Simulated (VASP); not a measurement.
# SiC (F-43m) in VASP: further runs, part 2 of 2

VASP 6.6.1. Earlier steps stand in the parts before.

## (5) Single point, PBE

This run uses another cell than the first one, of 10.33 Å³/atom, 0.984 times its volume.

The input, INCAR:

```
SYSTEM = SiC
ALGO = Normal ; EDIFF = 1E-6
ENCUT = 520 ; GGA = PE
ISIF = 2 ; ISMEAR = 0
LASPH = .TRUE. ; LCHARG = .TRUE.
LELF = .TRUE. ; LREAL = .FALSE.
LVHAR = .TRUE. ; LWAVE = .FALSE.
NBANDS = 11 ; NELM = 100
PREC = Accurate ; SIGMA = 0.01
```

The input, KPOINTS:

```
k-points
0
G
  6 6 6
  0 0 0
```

The input, POSCAR:

```
SiC
1.0
    0.0000000000      2.1780504216      2.1780504216
    2.1780504216      0.0000000000      2.1780504216
    2.1780504216      2.1780504216      0.0000000000
Si C
1 1
Direct
    0.2500000000      0.2500000000      0.2500000000
    0.0000000000      0.0000000000      0.0000000000
```

On the command line:

```bash
> cat potpaw_PBE.64/Si/POTCAR potpaw_PBE.64/C/POTCAR > POTCAR
> mpirun -np 1 vasp_std > vasp.out
```

Wall time 2.6 s (1 thread of Intel Xeon 6975P-C, shared host); peak memory 0.13 GiB.

It converged, with:

- Free energy: -15.0465 eV
- Pressure: 3.5 GPa
- Band gap on the k mesh: 1.35 eV, indirect (least direct gap 4.54 eV)

Levels at points of the mesh, in eV from the valence-band top:
| k point | band 1 | band 2 | band 3 | band 4 | band 5 | band 6 | band 7 | band 8 |
| --- | --- | --- | --- | --- | --- | --- | --- | --- |
| (0.00, 0.00, 0.00) | -15.42 | 0.00 | 0.00 | 0.00 | 6.25 | 7.31 | 7.31 | 7.31 |
| (0.50, 0.00, 0.00) | -11.84 | -8.55 | -1.05 | -1.05 | 5.44 | 7.23 | 7.23 | 10.06 |
| (0.50, 0.50, 0.00) | -10.39 | -7.80 | -3.19 | -3.19 | 1.35 | 4.32 | 14.05 | 14.05 |

A k mesh can miss the band edges.

## (6) Single point, PBE

The input, INCAR:

```
ALGO = Normal
EDIFF = 1E-6
ENCUT = 520
GGA = PE
ISIF = 2
ISMEAR = -1
LASPH = T
LCHARG = F
LREAL = F
LWAVE = F
NBANDS = 11
NELM = 100
PREC = Accurate
SIGMA = 0.02
```

The input, KPOINTS:

```
k-points
0
Gamma
  10 10 10
```

The input, POSCAR:

```
SiC
1.0
    0.0000000000      2.1898629696      2.1898629696
    2.1898629696      0.0000000000      2.1898629696
    2.1898629696      2.1898629696      0.0000000000
Si C
1 1
Direct
    0.2500000000      0.2500000000      0.2500000000
    0.0000000000      0.0000000000      0.0000000000
```

Potentials or basis: VASP PAW PBE potentials, release 64 (Si, C).

On the command line:

```bash
> cat potpaw_PBE.64/Si/POTCAR potpaw_PBE.64/C/POTCAR > POTCAR
> mpirun -np 1 vasp_std > vasp.out
```

OUTCAR:

```text
EDIFF = 1E-6
   ENCUT = 520
   GGA = PE
   ISIF = 2
   ISMEAR = -1
   LASPH = T
   LREAL = F
   NELM = 100
   PREC = Accurate

 ion  position               nearest neighbor table
   1  0.250  0.250  0.250-   2 1.90   2 1.90   2 1.90   2 1.90
   2  0.000  0.000  0.000-   1 1.90   1 1.90   1 1.90   1 1.90

  LATTYP: Found a face centered cubic cell.
 ALAT       =     4.3797259392

  Lattice vectors:

[... 518 lines left out ...]
     11      28.9680      0.00000

 [... further k-points ...]

------------------------ aborting loop because EDIFF is reached ----------------------------------------

  FORCE on cell =-STRESS in cart. coord.  units (eV):
  Direction    XX          YY          ZZ          XY          YZ          ZX
  --------------------------------------------------------------------------------------
  -------------------------------------------------------------------------------------
  Total       -0.0061862     -0.0061862     -0.0061862     -0.0000000      0.0000000     -0.0000000
  in kB       -0.4719031     -0.4719031     -0.4719031     -0.0000000      0.0000000     -0.0000000
  external PRESSURE =      -0.4719031 kB  Pullay stress =       0.0000000 kB

 VOLUME and BASIS-vectors are now :
 -----------------------------------------------------------------------------
  energy-cutoff  :      520.00
  volume of cell :       21.00
      direct lattice vectors                 reciprocal lattice vectors
     0.000000000  2.189862970  2.189862970    -0.228324789  0.228324789  0.228324789
     2.189862970  0.000000000  2.189862970     0.228324789 -0.228324789  0.228324789
     2.189862970  2.189862970  0.000000000     0.228324789  0.228324789 -0.228324789

 POSITION                                       TOTAL-FORCE (eV/Angst)
 -----------------------------------------------------------------------------------
      1.09493      1.09493      1.09493        -0.000000     -0.000000     -0.000000
      0.00000      0.00000      0.00000         0.000000      0.000000      0.000000
 -----------------------------------------------------------------------------------
    total drift:                               -0.000000     -0.000000     -0.000000

  FREE ENERGIE OF THE ION-ELECTRON SYSTEM (eV)
  ---------------------------------------------------
  free  energy   TOTEN  =       -15.0608329327 eV

  energy  without entropy=      -15.0608329326  energy(sigma->0) =      -15.06083293
```

OSZICAR:

```text
N       E                     dE             d eps       ncg     rms          rms(c)
DAV:   1     0.195695919204E+01    0.19570E+01   -0.38338E+03  1034   0.649E+02
DAV:   2    -0.163321712917E+02   -0.18289E+02   -0.17359E+02  1378   0.101E+02
DAV:   3    -0.168724141738E+02   -0.54024E+00   -0.53888E+00  1259   0.146E+01
DAV:   4    -0.168746272276E+02   -0.22131E-02   -0.22129E-02  1202   0.117E+00
DAV:   5    -0.168746376671E+02   -0.10439E-04   -0.10439E-04  1259   0.748E-02    0.866E+00
DAV:   6    -0.151131307167E+02    0.17615E+01   -0.64690E+00  1136   0.113E+01    0.383E+00
DAV:   7    -0.150682306832E+02    0.44900E-01   -0.36713E-01  1235   0.348E+00    0.176E+00
DAV:   8    -0.150606174239E+02    0.76133E-02   -0.20108E-02  1175   0.943E-01    0.172E-01
DAV:   9    -0.150607165327E+02   -0.99109E-04   -0.16864E-03  1278   0.232E-01    0.113E-01
DAV:  10    -0.150608301866E+02   -0.11365E-03   -0.24995E-04  1175   0.953E-02    0.265E-02
DAV:  11    -0.150608325041E+02   -0.23176E-05   -0.45085E-05  1250   0.345E-02    0.704E-03
DAV:  12    -0.150608329327E+02   -0.42852E-06   -0.21017E-06  1038   0.862E-03
   1 F= -.15060833E+02 E0= -.15060833E+02  d E =-.253853E-10
```

stdout:

```text
POSCAR found type information on POSCAR SiC
 POSCAR found :  2 types and       2 ions
 scaLAPACK will be used
 LDA part: xc-table for (Slater+PW92), standard interpolation
 POSCAR, INCAR and KPOINTS ok, starting setup
 FFT: planning ... GRIDC
 FFT: planning ... GRID_SOFT
 FFT: planning ... GRID
 WAVECAR not read
 entering main loop
```

Run time: 3.5 s. Hardware: 1 thread of Intel Xeon 6975P-C, shared host; peak memory 0.14 GiB.

What came out:

```yaml
Free_energy: -15.0608 eV
Pressure: 0.0 GPa
Band_gap_on_the_k_mesh: 1.37 eV, indirect (least direct gap 4.53 eV)
```

A k mesh can miss the band edges.

## (7) Overview

| task | level | cell | k mesh | cutoff (eV) | smearing | grid for exact exchange (PRECFOCK) | screening parameter | gap on the mesh (eV) | pressure (GPa) | relaxed volume (Å³/atom) |
| --- | --- | --- | --- | --- | --- | --- | --- | --- | --- | --- |
| relaxation of cell and atoms | r2SCAN | relaxed from a = 3.097 Å, angles 60.0°, 2 atoms | 10 × 10 × 10 | 600 | fermi-dirac 0.02 eV | - | - | 1.72 | 0.0 | 10.32 |
| single point | HSE06 | a = 3.075 Å, angles 60.0°, 2 atoms | 6 × 6 × 6 | 520 | fermi-dirac 0.02 eV | Normal | 0.2079 1/Å | 2.23 | -0.4 | - |
| relaxation of cell and atoms | HSE06 | relaxed from a = 3.080 Å, angles 60.0°, 2 atoms | 6 × 6 × 6 | 600 | fermi-dirac 0.02 eV | Normal | 0.2079 1/Å | 2.23 | 0.0 | 10.26 |
| single point | PBE | a = 3.080 Å, angles 60.0°, 2 atoms | 6 × 6 × 6 | 520 | gaussian 0.01 eV | - | - | 1.35 | 3.5 | - |
| single point | PBE | a = 3.097 Å, angles 60.0°, 2 atoms | 10 × 10 × 10 | 520 | fermi-dirac 0.02 eV | - | - | 1.37 | 0.0 | - |

Alike in all rows: potentials or basis VASP PAW PBE potentials, release 64 (Si, C); no spin polarisation.

Caveats: the PAW data sets were made with another functional, which shifts forces and pressure a little (some runs).

Absolute energies hang on the potentials; compare differences alone.
